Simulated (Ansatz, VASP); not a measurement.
# Al3GaN4 in VASP and in Ansatz

Contents of POSCAR:

```
Al3GaN4
1.0
    5.0380821997      0.0000000000      0.0000640113
    0.0000000000      3.1249488257      0.0000000000
   -0.0032907421      0.0000000000      5.6809126274
Al Ga N
3 1 4
Direct
    0.5002216619      0.5000000000      0.1672550744
    0.0006683707      0.5000000000      0.8349019373
    0.0010043252      0.0000000000      0.3316444639
    0.4994946877      0.0000000000      0.6662044643
    0.1107069788      0.0000000000      0.6663170124
    0.1226755896      0.5000000000      0.1671322917
    0.6254135998      0.5000000000      0.8406810066
    0.6234137862      0.0000000000      0.3258647496
```

INCAR.step1

```
SYSTEM = Al3GaN4
  PREC = Accurate
  ENCUT = 520
  ISMEAR = 0
  SIGMA = 0.05
  LREAL = .False.
  LASPH = .True.
  NELM = 60
  NBANDS = 31
  GGA = PE
  ALGO = Normal
  EDIFF = 1E-4
  LWAVE = .True.
  LCHARG = .False.
```

The input INCAR.step2:

```
SYSTEM = Al3GaN4
  PREC = Accurate
  ENCUT = 520
  EDIFF = 1E-6
  ISMEAR = 0
  SIGMA = 0.05
  LREAL = .False.
  LASPH = .True.
  NELM = 60
  ALGO = Normal
  ISIF = 2
  LWAVE = .False.
  LCHARG = .False.
  METAGGA = R2SCAN
  LMIXTAU = .True.
  NBANDS = 31
  ISTART = 1
```

File KPOINTS:

```
Automatic mesh
0
Gamma
  6 8 4
  0 0 0
```

Input for Ansatz:

```yaml
crystal:
  lattice:
    - [5.0380821997, 0.0, 6.40113e-05]
    - [0.0, 3.1249488257, 0.0]
    - [-0.0032907421, 0.0, 5.6809126274]
  atoms:
    - { symbol: Al, position: [0.5002216619, 0.5, 0.1672550744] }
    - { symbol: Al, position: [0.0006683707, 0.5, 0.8349019373] }
    - { symbol: Al, position: [0.0010043252, 0.0, 0.3316444639] }
    - { symbol: Ga, position: [0.4994946877, 0.0, 0.6662044643] }
    - { symbol: "N", position: [0.1107069788, 0.0, 0.6663170124] }
    - { symbol: "N", position: [0.1226755896, 0.5, 0.1671322917] }
    - { symbol: "N", position: [0.6254135998, 0.5, 0.8406810066] }
    - { symbol: "N", position: [0.6234137862, 0.0, 0.3258647496] }
basis:
  ecutwfc: 500
kpoints:
  mp_grid: { grid: [6, 8, 4] }
hamiltonian:
  xc: r2scan
scf:
  occupations: { method: gaussian, width: 0.05 }
output:
  forces: true
  stress: true
  eigenvalues: true
```

Change from the starting cell: strain +0.000 along x and y, +0.050 along z, atoms carried along.

Alike in both runs: task single point; functional r2SCAN; k mesh 6 × 8 × 4; occupations gaussian, width 0.05 eV; no spin polarisation.

|  | VASP | Ansatz |
| --- | --- | --- |
| version | VASP 6.6.1 | Ansatz 0.2.0 |
| potentials or method | VASP PAW PBE potentials, release 64 (Al, Ga_d, N), cutoff 520 eV | scalar-relativistic, plane waves, PAW |
| valence electrons in the cell | 42 | 42 |

|  | VASP | Ansatz | Ansatz less VASP |
| --- | --- | --- | --- |
| gap on the k mesh at the Fermi level (eV) | 3.63 | 3.62 | -0.015 |
| least direct gap on the mesh (eV) | 3.63 | 3.62 | -0.015 |
| pressure (GPa) | -9.0 | -8.9 | +0.04 |
| traceless stress, the component that is largest in VASP (GPa) | -10.63 | -10.51 | +0.118 |
| rms of the force components (eV/Å) | 0.208 | 0.200 | -0.0077 |

VASP's potentials were made for PBE, not for r2SCAN. Atom by atom the forces differ by 0.027 eV/Å (rms over components).
